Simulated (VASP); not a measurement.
# NbBiF (P4/mmm) in VASP: further runs

Runs on NbBiF. Level: PBE. Tasks: single point, relaxation of cell and atoms.

Everything below comes from runs of VASP 6.6.1. Logs are shortened: lines on timing, memory, paths and dates and some standing lists are left out, and cuts for length are marked.

## Step 1: The cell of the first run

Symmetry: P4/mmm, No. 123, tetragonal system. The conventional cell has a = 3.342 Å, b = 3.342 Å, c = 5.367 Å, α = 90.00°, β = 90.00°, γ = 90.00°. Nb (site symmetry 4/mmm) has 2 F at 2.68 Å and 4 Nb at 3.34 Å and 8 Bi at 3.58 Å within 3.6 Å. Within 3.1 Å of Bi (site symmetry 4/mmm) lie 4 F at 2.36 Å. Within 3.1 Å of F (site symmetry 4/mmm) lie 4 Bi at 2.36 Å and 2 Nb at 2.68 Å.

The cell was generated, and may not be a known phase.

## Step 2: Single point, PBE

Contents of INCAR:

```
PREC     = Accurate       # precision mode
ENCUT    = 520            # plane-wave cutoff, eV
EDIFF    = 1E-6           # SCF threshold, eV
ISMEAR   = 0              # smearing method
SIGMA    = 0.1            # smearing width, eV
LREAL    = False          # projectors in reciprocal space
LASPH    = True           # aspherical terms in the spheres
NELM     = 100            # most SCF steps
ALGO     = Normal         # electronic algorithm
ISIF     = 2              # what is computed and relaxed
LWAVE    = False          # write WAVECAR
LCHARG   = False          # write CHGCAR
GGA      = PE             # functional
NBANDS   = 24             # bands
```

Contents of KPOINTS:

```
regular mesh
0
Gamma
  6 6 4
```

Contents of POSCAR:

```
NbBiF
1.0
    3.3418959700      0.0000000000      0.0000000000
    0.0000000000      3.3418959700      0.0000000000
    0.0000000000      0.0000000000      5.3670995700
Nb Bi F
1 1 1
Direct
    0.0000000000      0.0000000000      0.0000000000
    0.5000000000      0.5000000000      0.5000000000
    0.0000000000      0.0000000000      0.5000000000
```

Potentials or basis: VASP PAW PBE potentials, release 64 (Nb_sv, Bi_d, F).

Launch:

```console
$ cat potpaw_PBE.64/Nb_sv/POTCAR potpaw_PBE.64/Bi_d/POTCAR potpaw_PBE.64/F/POTCAR > POTCAR
$ mpirun -np 1 vasp_std > vasp.out
```

OUTCAR:

```text
PREC = Accurate
   ENCUT = 520
   EDIFF = 1E-6
   ISMEAR = 0
   LREAL = False
   LASPH = True
   NELM = 100
   ISIF = 2
   GGA = PE

 ion  position               nearest neighbor table
   1  0.000  0.000  0.000-
   2  0.500  0.500  0.500-   3 2.36   3 2.36   3 2.36   3 2.36
   3  0.000  0.000  0.500-   2 2.36   2 2.36   2 2.36   2 2.36

  LATTYP: Found a simple tetragonal cell.
 ALAT       =     3.3418959700
 C/A-ratio  =     1.6060043814

  Lattice vectors:

 A1 = (   3.3418959700,   0.0000000000,   0.0000000000)
 A2 = (   0.0000000000,   3.3418959700,   0.0000000000)
 A3 = (   0.0000000000,   0.0000000000,   5.3670995700)

Analysis of symmetry for initial positions (statically):
=====================================================================
 Subroutine PRICEL returns:
 Original cell was already a primitive cell.

 Routine SETGRP: Setting up the symmetry group for a
 simple tetragonal supercell.

 Subroutine GETGRP returns: Found 16 space group operations
 (whereof 16 operations were pure point group operations)
 out of a pool of 16 trial point group operations.

The static configuration has the point symmetry D_4h.

Analysis of symmetry for dynamics (positions and initial velocities):
=====================================================================
 Subroutine PRICEL returns:
 Original cell was already a primitive cell.

 Routine SETGRP: Setting up the symmetry group for a
 simple tetragonal supercell.

 Subroutine GETGRP returns: Found 16 space group operations
 (whereof 16 operations were pure point group operations)
 out of a pool of 16 trial point group operations.

The dynamic configuration has the point symmetry D_4h.

 Subroutine INISYM returns: Found 16 space group operations
 (whereof 16 operations are pure point group operations),
 and found     1 'primitive' translations

----------------------------------------------------------------------------------------

                                     Primitive cell

  volume of cell :      59.9412

  direct lattice vectors                    reciprocal lattice vectors
     3.341895970  0.000000000  0.000000000     0.299231337  0.000000000  0.000000000
     0.000000000  3.341895970  0.000000000     0.000000000  0.299231337  0.000000000
     0.000000000  0.000000000  5.367099570     0.000000000  0.000000000  0.186320374

  length of vectors
     3.341895970  3.341895970  5.367099570     0.299231337  0.299231337  0.186320374

  position of ions in fractional coordinates (direct lattice)
     0.000000000  0.000000000  0.000000000
     0.500000000  0.500000000  0.500000000
     0.000000000  0.000000000  0.500000000

  ion indices of the primitive-cell ions
   primitive index   ion index
                 1           1
                 2           2
                 3           3

----------------------------------------------------------------------------------------

 KPOINTS: regular mesh

Automatic generation of k-mesh.
 Grid dimensions read from file:
 generate k-points for:    6    6    4

 Generating k-lattice:

  Cartesian coordinates                     Fractional coordinates (reciprocal lattice)
     0.049871890  0.000000000  0.000000000     0.166666667  0.000000000  0.000000000
     0.000000000  0.049871890  0.000000000     0.000000000  0.166666667  0.000000000
     0.000000000  0.000000000  0.046580094     0.000000000  0.000000000  0.250000000

  Length of vectors
     0.049871890  0.049871890  0.046580094

  Shift w.r.t. Gamma in fractional coordinates (k-lattice)
     0.000000000  0.000000000  0.000000000

 Subroutine IBZKPT returns following result:
 ===========================================

 Found     30 irreducible k-points:

 Following reciprocal coordinates:
            Coordinates               Weight
  0.000000  0.000000  0.000000      1.000000
  0.166667  0.000000  0.000000      4.000000
  0.333333  0.000000  0.000000      4.000000
  0.500000  0.000000  0.000000      2.000000
  0.166667  0.166667  0.000000      4.000000
  0.333333  0.166667  0.000000      8.000000
[... 16 lines left out ...]
  0.333333  0.000000  0.500000      4.000000
  0.500000  0.000000  0.500000      2.000000
 [... further k-points ...]
   k-points           NKPTS =     30   k-points in BZ     NKDIM =     30   number of bands    NBANDS=     24
   number of dos      NEDOS =    301   number of ions     NIONS =      3
   total plane-waves  NPLWV =  31360
   dimension x,y,z NGX =    28 NGY =   28 NGZ =   40
   dimension x,y,z NGXF=    56 NGYF=   56 NGZF=   80
   ions per type =               1   1   1
   NGX,Y,Z   is equivalent  to a cutoff of  13.93, 13.93, 12.39 a.u.
   NGXF,Y,Z  is equivalent  to a cutoff of  27.86, 27.86, 24.78 a.u.
 SYSTEM =  unknown system
   PREC   = accura    normal or accurate (medium, high low for compatibility)
   ISTART =      0    job   : 0-new  1-cont  2-samecut
   ICHARG =      2    charge: 1-file 2-atom 10-const
   ISPIN  =      1    spin polarized calculation?
   LNONCOLLINEAR =      F non collinear calculations
   LSORBIT =      F    spin-orbit coupling
   LASPH  =      T    aspherical Exc in radial PAW
   ENCUT  =  520.0 eV  38.22 Ry    6.18 a.u.   6.21  6.21  9.98*2*pi/ulx,y,z
   NELM   =    100;   NELMIN=  2; NELMDL= -5     # of ELM steps
   EDIFF  = 0.1E-05   stopping-criterion for ELM
   LREAL  =      F    real-space projection
   EDIFFG = 0.1E-04   stopping-criterion for IOM
   NSW    =      0    number of steps for IOM
   IBRION =     -1    ionic relax: 0-MD 1-quasi-New 2-CG
   NFREE  =      0    steps in history (QN), initial steepest desc. (CG)
   ISIF   =      2    stress and relaxation
   ISYM   =      2    0-nonsym 1-usesym 2-fastsym
   POTIM  = 0.5000    time-step for ionic-motion
   TEBEG  =    0.0;   TEEND  =   0.0 temperature during run
   PSTRESS=    0.0 pullay stress
   NELECT =      35.0000    total number of electrons
   NUPDOWN=      -1.0000    fix difference up-down
   EMIN   =  10.00;   EMAX   =-10.00  energy-range for DOS
   EFERMI =   0.00;   METHOD = LEGACY
   ISMEAR =     0;   SIGMA  =   0.10  broadening in eV -4-tet -1-fermi 0-gaus
   EFERMI_NEDOS =   21; number of points for ismear=-14 and -15
   IALGO  =     38    algorithm
   IMIX   =      4    mixing-type and parameters
     AMIX     =   0.40;   BMIX     =  1.00
     AMIX_MAG =   1.60;   BMIX_MAG =  1.00
  volume/ion in A,a.u.               =      19.98       134.83
  Fermi-wavevector in a.u.,A,eV,Ry     =   1.368324  2.585758 25.474340  1.872311
  Thomas-Fermi vector in A             =   2.494298
   LORBIT       =      0    0 simple, 1 ext, 2 COOP (PROOUT), +10 PAW based schemes
   GGA     = PE    functional components
   LHFCALC =     F    Hartree Fock is set to
   AEXX    =    0.0000 exact exchange contribution
   IVDW    =     0    specifies the selected vdW correction
   LEPSILON=     F    determine dielectric tensor
   LRPA    =     F    only Hartree local field effects (RPA)
 non-spin polarized calculation
 Gauss-broadening in eV      SIGMA  =   0.10
  energy-cutoff  :      520.00
  volume of cell :       59.94
 maximum number of plane-waves:      1624
 NGX is ok and might be reduce to    28
   NGX = 13   NGY = 13   NGZ = 19

 number of electron      35.0000005 magnetization

 Free energy of the ion-electron system (eV)
  ---------------------------------------------------
  ext. energy  EPLUGINS =         0.00000000
  ---------------------------------------------------
  free energy    TOTEN  =       -14.86608535 eV

  energy without entropy =      -14.84523836  energy(sigma->0) =      -14.85566185

 E-fermi :   8.7074     XC(G=0): -10.9279

 val. band max:        8.6985261557   @ k =   0.3333   0.1667   0.0000
 cond. band min:       8.7144229267   @ k =   0.1667   0.1667   0.5000
 fundamental gap:      0.0158967710
 Fermi energy:         8.7074144141

 k-point     1 :       0.0000    0.0000    0.0000
  band No.  band energies     occupation
      1     -47.0870      2.00000
      2     -23.3082      2.00000
      3     -22.8801      2.00000
      4     -22.8801      2.00000
      5     -18.1116      2.00000
      6     -15.2434      2.00000
[... 16 lines left out ...]
     23      13.4521      0.00000
     24      15.5253      0.00000

 k-point     2 :       0.1667    0.0000    0.0000
  band No.  band energies     occupation
      1     -47.0834      2.00000
      2     -23.3032      2.00000
      3     -22.9303      2.00000
      4     -22.8761      2.00000
      5     -18.0251      2.00000
      6     -15.2046      2.00000
[... 16 lines left out ...]
     23      13.3806      0.00000
     24      16.8065      0.00000

 k-point     3 :       0.3333    0.0000    0.0000
  band No.  band energies     occupation
      1     -47.0762      2.00000
      2     -23.2932      2.00000
      3     -23.0292      2.00000
      4     -22.8679      2.00000
      5     -17.8392      2.00000
      6     -15.1439      2.00000
[... 16 lines left out ...]
     23      12.9705      0.00000
     24      14.6629      0.00000

 k-point     4 :       0.5000    0.0000    0.0000
  band No.  band energies     occupation
      1     -47.0725      2.00000
      2     -23.2882      2.00000
      3     -23.0781      2.00000
      4     -22.8639      2.00000
      5     -17.7386      2.00000
      6     -15.1325      2.00000
[... 16 lines left out ...]
     23      12.6871      0.00000
     24      13.2801      0.00000

 k-point     5 :       0.1667    0.1667    0.0000
  band No.  band energies     occupation
      1     -47.0798      2.00000
      2     -23.2982      2.00000
      3     -22.9271      2.00000
      4     -22.9245      2.00000
      5     -17.9815      2.00000
      6     -15.1609      2.00000
[... 451 lines left out ...]
 k-point    22 :       0.1667    0.0000    0.5000
  band No.  band energies     occupation
      1     -47.0834      2.00000
      2     -23.3153      2.00000
      3     -22.9301      2.00000
      4     -22.8761      2.00000
      5     -17.9935      2.00000
      6     -15.2045      2.00000
[... 16 lines left out ...]
     23      13.8019      0.00000
     24      14.0492      0.00000

 k-point    23 :       0.3333    0.0000    0.5000
  band No.  band energies     occupation
      1     -47.0762      2.00000
      2     -23.3040      2.00000
      3     -23.0289      2.00000
      4     -22.8679      2.00000
      5     -17.8081      2.00000
      6     -15.1438      2.00000
[... 16 lines left out ...]
     23      12.7842      0.00000
     24      15.3296      0.00000

 k-point    24 :       0.5000    0.0000    0.5000
  band No.  band energies     occupation
      1     -47.0725      2.00000
      2     -23.2984      2.00000
      3     -23.0776      2.00000
      4     -22.8637      2.00000
      5     -17.7076      2.00000
      6     -15.1325      2.00000
[... 16 lines left out ...]
     23      12.6510      0.00000
     24      14.1606      0.00000

 [... further k-points ...]

------------------------ aborting loop because EDIFF is reached ----------------------------------------

  FORCE on cell =-STRESS in cart. coord.  units (eV):
  Direction    XX          YY          ZZ          XY          YZ          ZX
  --------------------------------------------------------------------------------------
  -------------------------------------------------------------------------------------
  Total        4.5422222      4.5422222     -2.8613807      0.0000000      0.0000000     -0.0000000
  in kB      121.4097183    121.4097183    -76.4822622      0.0000000      0.0000000     -0.0000000
  external PRESSURE =      55.4457248 kB  Pullay stress =       0.0000000 kB

 VOLUME and BASIS-vectors are now :
 -----------------------------------------------------------------------------
  energy-cutoff  :      520.00
  volume of cell :       59.94
      direct lattice vectors                 reciprocal lattice vectors
     3.341895970  0.000000000  0.000000000     0.299231337  0.000000000  0.000000000
     0.000000000  3.341895970  0.000000000     0.000000000  0.299231337  0.000000000
     0.000000000  0.000000000  5.367099570     0.000000000  0.000000000  0.186320374

 POSITION                                       TOTAL-FORCE (eV/Angst)
 -----------------------------------------------------------------------------------
      0.00000      0.00000      0.00000         0.000000      0.000000      0.000000
      1.67095      1.67095      2.68355         0.000000      0.000000      0.000000
      0.00000      0.00000      2.68355         0.000000      0.000000      0.000000
 -----------------------------------------------------------------------------------
    total drift:                                0.000000      0.000000      0.000000

  FREE ENERGIE OF THE ION-ELECTRON SYSTEM (eV)
  ---------------------------------------------------
  free  energy   TOTEN  =       -14.8660853466 eV

  energy  without entropy=      -14.8452383577  energy(sigma->0) =      -14.85566185
```

It took 30 s on 1 thread of Oxide Virtual Turin-like, shared host; peak memory 0.17 GiB.

Results:

| Property | Result |
| --- | --- |
| Free energy | -14.8661 eV |
| Pressure | 5.5 GPa |
| Band gap on the k mesh | zero (an odd number of electrons rules out a gap without spin polarisation) |

Caveat: the stress differs along the axes, from -8 to 12 GPa; spin-orbit coupling is left out, which moves the levels of the heavy elements; an odd number of electrons without spin polarisation forces a metal; a magnetic or distorted state may lie lower.

(Continued in part 2 of 3.)

The gap in the log of VASP goes by the Fermi energy; the results here count the filled bands.